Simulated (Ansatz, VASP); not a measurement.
Ti: VASP beside Ansatz

File INCAR:

```
PREC = Accurate
ENCUT = 520
EDIFF = 1E-6
ISMEAR = 0
SIGMA = 0.15
LREAL = False
LASPH = True
NELM = 100
ALGO = Fast
ISIF = 2
LWAVE = False
LCHARG = False
GGA = PE
NBANDS = 12
```

Contents of KPOINTS:

```
Automatic mesh
0
Gamma
  22 22 22
```

File POSCAR:

```
Ti
1.0
   -1.4620383950      1.4620383950      2.0673222905
    1.4620383950     -1.4620383950      2.0673222905
    1.4620383950      1.4620383950     -2.0673222905
Ti
1
Direct
    0.0000000000      0.0000000000      0.0000000000
```

Input for Ansatz:

```yaml
crystal:
  lattice:
    - [-1.462038395, 1.462038395, 2.0673222905]
    - [1.462038395, -1.462038395, 2.0673222905]
    - [1.462038395, 1.462038395, -2.0673222905]
  atoms:
    - { symbol: Ti, position: [0.0, 0.0, 0.0] }
basis:
  ecutwfc: 420
kpoints:
  mp_grid: { grid: [22, 22, 22] }
hamiltonian:
  xc: pbe
scf:
  occupations: { method: gaussian, width: 0.15 }
output:
  forces: true
  stress: true
  eigenvalues: true
```

Alike in both runs: task single point; functional PBE; k mesh 22 × 22 × 22; occupations gaussian, width 0.15 eV; no spin polarisation.

|  | VASP | Ansatz |
| --- | --- | --- |
| version | VASP 6.6.1 | Ansatz 0.2.0 |
| potentials or method | VASP PAW PBE potentials, release 64 (Ti_sv), cutoff 520 eV | scalar-relativistic, plane waves, PAW |
| valence electrons in the cell | 12 | 12 |

```csv
,VASP,Ansatz,Ansatz less VASP
gap on the k mesh at the Fermi level (eV),none,none,-
pressure (GPa),-2.0,-1.7,+0.32
```

A gap of «none» marks a metal or a gap that the smearing closes.
